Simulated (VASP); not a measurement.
# Ge3Pd (Pm-3m) in VASP: further runs

Ge3Pd is run at these levels: LDA; tasks: single point.

Program: VASP 6.6.1. These are calculated values, not measurements. Logs are shortened: lines on timing, memory, paths and dates and some standing lists are left out, and cuts for length are marked.

### Step 1. The cell of the first run

The structure is cubic, space group Pm-3m (No. 221). The conventional cell has a = 3.969 Å, b = 3.969 Å, c = 3.969 Å, α = 90.00°, β = 90.00°, γ = 90.00°. Within 3.7 Å of Ge (site symmetry 4/mmm) lie 8 Ge at 2.81 Å and 4 Pd at 2.81 Å. Pd (site symmetry m-3m) has 12 Ge at 2.81 Å within 3.7 Å.

### Step 2. Single point, LDA

The input, INCAR:

```
ALGO = Normal
EDIFF = 1E-7
ENCUT = 520
GGA = CA
ISIF = 2
ISMEAR = -1
LASPH = True
LCHARG = False
LREAL = False
LWAVE = False
NBANDS = 34
NELM = 60
PREC = Accurate
SIGMA = 0.1
```

The input, KPOINTS:

```
k-points
0
Gamma
  6 6 6
```

The input, POSCAR:

```
Ge3Pd
1.0
    3.9692342501      0.0000000000      0.0000000000
    0.0000000000      3.9692342501      0.0000000000
    0.0000000000      0.0000000000      3.9692342501
Ge Pd
3 1
Direct
    0.0000000000      0.5000000000      0.5000000000
    0.5000000000      0.0000000000      0.5000000000
    0.5000000000      0.5000000000      0.0000000000
    0.0000000000      0.0000000000      0.0000000000
```

Potentials or basis: VASP PAW LDA potentials, release 64 (Ge_d, Pd).

Started as:

```
$ cat potpaw_LDA.64/Ge_d/POTCAR potpaw_LDA.64/Pd/POTCAR > POTCAR
$ mpirun -np 1 vasp_std > vasp.out
```

OUTCAR:

```text
EDIFF = 1E-7
   ENCUT = 520
   GGA = CA
   ISIF = 2
   ISMEAR = -1
   LASPH = True
   LREAL = False
   NELM = 60
   PREC = Accurate

 ion  position               nearest neighbor table
   1  0.000  0.500  0.500-   2 2.81   3 2.81   4 2.81   3 2.81   4 2.81   2 2.81   4 2.81   4 2.81
                             2 2.81   3 2.81   3 2.81   2 2.81
   2  0.500  0.000  0.500-   1 2.81   3 2.81   4 2.81   3 2.81   4 2.81   1 2.81   3 2.81   3 2.81
                             1 2.81   4 2.81   4 2.81   1 2.81
   3  0.500  0.500  0.000-   1 2.81   2 2.81   4 2.81   1 2.81   2 2.81   2 2.81   4 2.81   2 2.81
                             1 2.81   4 2.81   1 2.81   4 2.81
   4  0.000  0.000  0.000-   1 2.81   2 2.81   3 2.81   1 2.81   2 2.81   1 2.81   3 2.81   1 2.81
                             2 2.81   3 2.81   2 2.81   3 2.81

  LATTYP: Found a simple cubic cell.
 ALAT       =     3.9692342501

  Lattice vectors:

 A1 = (   3.9692342501,   0.0000000000,   0.0000000000)
 A2 = (   0.0000000000,   3.9692342501,   0.0000000000)
 A3 = (   0.0000000000,   0.0000000000,   3.9692342501)

Analysis of symmetry for initial positions (statically):
=====================================================================
 Subroutine PRICEL returns:
 Original cell was already a primitive cell.

 Routine SETGRP: Setting up the symmetry group for a
 simple cubic supercell.

 Subroutine GETGRP returns: Found 48 space group operations
 (whereof 48 operations were pure point group operations)
 out of a pool of 48 trial point group operations.

The static configuration has the point symmetry O_h .

Analysis of symmetry for dynamics (positions and initial velocities):
=====================================================================
 Subroutine PRICEL returns:
 Original cell was already a primitive cell.

 Routine SETGRP: Setting up the symmetry group for a
 simple cubic supercell.

 Subroutine GETGRP returns: Found 48 space group operations
 (whereof 48 operations were pure point group operations)
 out of a pool of 48 trial point group operations.

The dynamic configuration has the point symmetry O_h .

 Subroutine INISYM returns: Found 48 space group operations
 (whereof 48 operations are pure point group operations),
 and found     1 'primitive' translations

----------------------------------------------------------------------------------------

                                     Primitive cell

  volume of cell :      62.5346

[... 86 lines left out ...]
   NELM   =     60;   NELMIN=  2; NELMDL= -5     # of ELM steps
   EDIFF  = 0.1E-06   stopping-criterion for ELM
   LREAL  =      F    real-space projection
   EDIFFG = 0.1E-05   stopping-criterion for IOM
   NSW    =      0    number of steps for IOM
   IBRION =     -1    ionic relax: 0-MD 1-quasi-New 2-CG
   NFREE  =      0    steps in history (QN), initial steepest desc. (CG)
   ISIF   =      2    stress and relaxation
   ISYM   =      2    0-nonsym 1-usesym 2-fastsym
   POTIM  = 0.5000    time-step for ionic-motion
   TEBEG  =    0.0;   TEEND  =   0.0 temperature during run
   PSTRESS=    0.0 pullay stress
   NELECT =      52.0000    total number of electrons
   NUPDOWN=      -1.0000    fix difference up-down
   EMIN   =  10.00;   EMAX   =-10.00  energy-range for DOS
   EFERMI =   0.00;   METHOD = LEGACY
   ISMEAR =    -1;   SIGMA  =   0.10  broadening in eV -4-tet -1-fermi 0-gaus
   EFERMI_NEDOS =   21; number of points for ismear=-14 and -15
   IALGO  =     38    algorithm
   IMIX   =      4    mixing-type and parameters
     AMIX     =   0.40;   BMIX     =  1.00
     AMIX_MAG =   1.60;   BMIX_MAG =  1.00
  volume/ion in A,a.u.               =      15.63       105.50
  Fermi-wavevector in a.u.,A,eV,Ry     =   1.539463  2.909163 32.245071  2.369946
  Thomas-Fermi vector in A             =   2.645687
   LORBIT       =      0    0 simple, 1 ext, 2 COOP (PROOUT), +10 PAW based schemes
   GGA     = CA    functional components
   LHFCALC =     F    Hartree Fock is set to
   AEXX    =    0.0000 exact exchange contribution
   IVDW    =     0    specifies the selected vdW correction
   LEPSILON=     F    determine dielectric tensor
   LRPA    =     F    only Hartree local field effects (RPA)
 non-spin polarized calculation
  energy-cutoff  :      520.00
  volume of cell :       62.53
 maximum number of plane-waves:      1743
 NGX is ok and might be reduce to    30
   NGX = 15   NGY = 15   NGZ = 15

 number of electron      52.0000008 magnetization

 Free energy of the ion-electron system (eV)
  ---------------------------------------------------
  ext. energy  EPLUGINS =         0.00000000
  ---------------------------------------------------
  free energy    TOTEN  =       -21.73832013 eV

  energy without entropy =      -21.66135240  energy(sigma->0) =      -21.69983627

 E-fermi :   8.9293     XC(G=0): -12.7023

 val. band max:        8.9266389261   @ k =   0.3333   0.1667   0.0000
 cond. band min:       8.9344628530   @ k =   0.3333   0.3333   0.1667
 fundamental gap:      0.0078239269
 Fermi energy:         8.9292688676

 k-point     1 :       0.0000    0.0000    0.0000
  band No.  band energies     occupation
      1     -15.9974      2.00000
      2     -15.9974      2.00000
      3     -15.9974      2.00000
      4     -15.9841      2.00000
      5     -15.9103      2.00000
      6     -15.9103      2.00000
[... 729 lines left out ...]
     33      17.3405      0.00000
     34      23.0800      0.00000

------------------------ aborting loop because EDIFF is reached ----------------------------------------

  FORCE on cell =-STRESS in cart. coord.  units (eV):
  Direction    XX          YY          ZZ          XY          YZ          ZX
  --------------------------------------------------------------------------------------
  -------------------------------------------------------------------------------------
  Total        2.7673947      2.7673947      2.7673947      0.0000000      0.0000000     -0.0000000
  in kB       70.9024907     70.9024907     70.9024907      0.0000000      0.0000000     -0.0000000
  external PRESSURE =      70.9024907 kB  Pullay stress =       0.0000000 kB

 VOLUME and BASIS-vectors are now :
 -----------------------------------------------------------------------------
  energy-cutoff  :      520.00
  volume of cell :       62.53
      direct lattice vectors                 reciprocal lattice vectors
     3.969234250  0.000000000  0.000000000     0.251937764  0.000000000  0.000000000
     0.000000000  3.969234250  0.000000000     0.000000000  0.251937764  0.000000000
     0.000000000  0.000000000  3.969234250     0.000000000  0.000000000  0.251937764

 POSITION                                       TOTAL-FORCE (eV/Angst)
 -----------------------------------------------------------------------------------
      0.00000      1.98462      1.98462         0.000000      0.000000      0.000000
      1.98462      0.00000      1.98462         0.000000      0.000000      0.000000
      1.98462      1.98462      0.00000         0.000000      0.000000      0.000000
      0.00000      0.00000      0.00000         0.000000      0.000000      0.000000
 -----------------------------------------------------------------------------------
    total drift:                                0.000000      0.000000     -0.000000

  FREE ENERGIE OF THE ION-ELECTRON SYSTEM (eV)
  ---------------------------------------------------
  free  energy   TOTEN  =       -21.7383201317 eV

  energy  without entropy=      -21.6613524011  energy(sigma->0) =      -21.69983627
```

OSZICAR:

```text
N       E                     dE             d eps       ncg     rms          rms(c)
DAV:   1     0.437005860114E+03    0.43701E+03   -0.24471E+04  1748   0.422E+03
DAV:   2     0.502889830405E+02   -0.38672E+03   -0.37250E+03  1360   0.770E+02
DAV:   3    -0.188950433412E+02   -0.69184E+02   -0.67974E+02  1588   0.194E+02
DAV:   4    -0.219340994962E+02   -0.30391E+01   -0.30179E+01  1510   0.463E+01
DAV:   5    -0.220041147704E+02   -0.70015E-01   -0.69969E-01  1560   0.714E+00    0.749E+00
DAV:   6    -0.218504559845E+02    0.15366E+00   -0.12769E+00  1430   0.751E+00    0.482E+00
DAV:   7    -0.217593820601E+02    0.91074E-01   -0.28269E-01  1464   0.462E+00    0.275E+00
DAV:   8    -0.217397917840E+02    0.19590E-01   -0.51041E-02  1604   0.140E+00    0.274E-01
DAV:   9    -0.217384298950E+02    0.13619E-02   -0.49076E-03  1652   0.805E-01    0.135E-01
DAV:  10    -0.217383200861E+02    0.10981E-03   -0.96578E-04  1806   0.394E-01    0.387E-02
DAV:  11    -0.217383201658E+02   -0.79748E-07   -0.63607E-05  1544   0.862E-02    0.136E-02
DAV:  12    -0.217383201664E+02   -0.55297E-09   -0.47794E-06  1588   0.181E-02    0.250E-03
DAV:  13    -0.217383201317E+02    0.34677E-07   -0.28631E-07  1126   0.892E-03
   1 F= -.21738320E+02 E0= -.21699836E+02  d E =-.769677E-01
```

Run time: 35 s. Hardware: 1 thread of Intel Xeon Platinum 8259CL at 2.50GHz (Skylake/Cascade Lake), shared host; peak memory 0.17 GiB.

What came out:

```yaml
Free_energy: -21.7383 eV
Pressure: 7.1 GPa
Band_gap_on_the_k_mesh: zero (band 26 reaches 9.14 eV, above the bottom of band 27 at 7.24 eV)
```

Levels at points of the mesh, in eV from the Fermi level:
```csv
k point,band 22,band 23,band 24,band 25,band 26,band 27,band 28,band 29,band 30,band 31
"(0.00, 0.00, 0.00)",-3.17,-3.17,-3.17,-1.43,-1.43,0.73,3.17,3.17,3.17,6.12
"(0.50, 0.00, 0.00)",-3.13,-2.85,-0.52,-0.52,-0.05,-0.05,0.72,0.79,3.05,6.54
"(0.50, 0.50, 0.00)",-2.83,-2.49,-2.46,-0.04,0.22,1.15,1.15,2.76,2.76,5.27
"(0.50, 0.50, 0.50)",-5.04,-2.73,-2.73,-1.69,-1.69,-1.69,-0.55,8.37,8.37,8.41
```

### Step 3. Single point, LDA

This run uses another cell than the first one, of 16.34 Å³/atom, 1.045 times its volume.

The input, INCAR:

```
SYSTEM = Ge3Pd
  PREC = Accurate
  ENCUT = 520
  EDIFF = 1E-6
  ISMEAR = -1
  SIGMA = 0.1
  LREAL = .False.
  LASPH = .True.
  NELM = 80
  ALGO = Normal
  ISIF = 2
  LWAVE = .False.
  LCHARG = .False.
  NBANDS = 34
```

The input, KPOINTS:

```
Automatic mesh
0
Gamma
  6 6 6
  0 0 0
```

The input, POSCAR:

```
Ge3Pd
1.0
    4.0284852877      0.0000000000      0.0000000000
    0.0000000000      4.0284852877      0.0000000000
    0.0000000000      0.0000000000      4.0284852877
Ge Pd
3 1
Direct
    0.0000000000      0.5000000000      0.5000000000
    0.5000000000      0.0000000000      0.5000000000
    0.5000000000      0.5000000000      0.0000000000
    0.0000000000      0.0000000000      0.0000000000
```

Potentials or basis: VASP PAW LDA potentials, release 64 (Ge_d, Pd).

Started as:

```
$ cat potpaw_LDA.64/Ge_d/POTCAR potpaw_LDA.64/Pd/POTCAR > POTCAR
$ mpirun -np 1 vasp_std > vasp.out
```

OUTCAR:

```text
SYSTEM = Ge3Pd
   PREC = Accurate
   ENCUT = 520
   EDIFF = 1E-6
   ISMEAR = -1
   LREAL = .False.
   LASPH = .True.
   NELM = 80
   ISIF = 2

 ion  position               nearest neighbor table
   1  0.000  0.500  0.500-   2 2.85   3 2.85   4 2.85   3 2.85   4 2.85   2 2.85   4 2.85   4 2.85
                             2 2.85   3 2.85   3 2.85   2 2.85
   2  0.500  0.000  0.500-   1 2.85   3 2.85   4 2.85   3 2.85   4 2.85   1 2.85   3 2.85   3 2.85
                             1 2.85   4 2.85   4 2.85   1 2.85
[... 938 lines left out ...]
  --------------------------------------------------------------------------------------
  -------------------------------------------------------------------------------------
  Total        0.6641807      0.6641807      0.6641807      0.0000000     -0.0000000     -0.0000000
  in kB       16.2768934     16.2768934     16.2768934      0.0000000     -0.0000000     -0.0000000
  external PRESSURE =      16.2768934 kB  Pullay stress =       0.0000000 kB

 VOLUME and BASIS-vectors are now :
 -----------------------------------------------------------------------------
  energy-cutoff  :      520.00
  volume of cell :       65.38
      direct lattice vectors                 reciprocal lattice vectors
     4.028485288  0.000000000  0.000000000     0.248232258  0.000000000  0.000000000
     0.000000000  4.028485288  0.000000000     0.000000000  0.248232258  0.000000000
     0.000000000  0.000000000  4.028485288     0.000000000  0.000000000  0.248232258

 POSITION                                       TOTAL-FORCE (eV/Angst)
 -----------------------------------------------------------------------------------
      0.00000      2.01424      2.01424         0.000000      0.000000      0.000000
      2.01424      0.00000      2.01424         0.000000      0.000000      0.000000
      2.01424      2.01424      0.00000         0.000000      0.000000      0.000000
      0.00000      0.00000      0.00000         0.000000      0.000000      0.000000
 -----------------------------------------------------------------------------------
    total drift:                                0.000000      0.000000     -0.000000

  FREE ENERGIE OF THE ION-ELECTRON SYSTEM (eV)
  ---------------------------------------------------
  free  energy   TOTEN  =       -21.8137234813 eV

  energy  without entropy=      -21.7384673907  energy(sigma->0) =      -21.77609544
```

It took 35 s on 1 thread of Intel Xeon Platinum 8259CL at 2.50GHz (Skylake/Cascade Lake), shared host; peak memory 0.17 GiB.

What came out:

| Quantity | Value |
| --- | --- |
| Free energy | -21.8137 eV |
| Pressure | 1.6 GPa |
| Band gap on the k mesh | zero (band 26 reaches 8.39 eV, above the bottom of band 27 at 6.66 eV) |

Levels at points of the mesh, in eV from the Fermi level:
```
           k point  band 24  band 25  band 26  band 27  band 28  band 29
(0.00, 0.00, 0.00)    -2.98    -1.51    -1.51     0.78     3.11     3.11
(0.50, 0.00, 0.00)    -0.43    -0.43    -0.03    -0.03     0.60     0.78
(0.50, 0.50, 0.00)    -2.31     0.02     0.07     1.08     1.08     2.65
(0.50, 0.50, 0.50)    -2.57    -1.66    -1.66    -1.66    -0.47     8.01
```
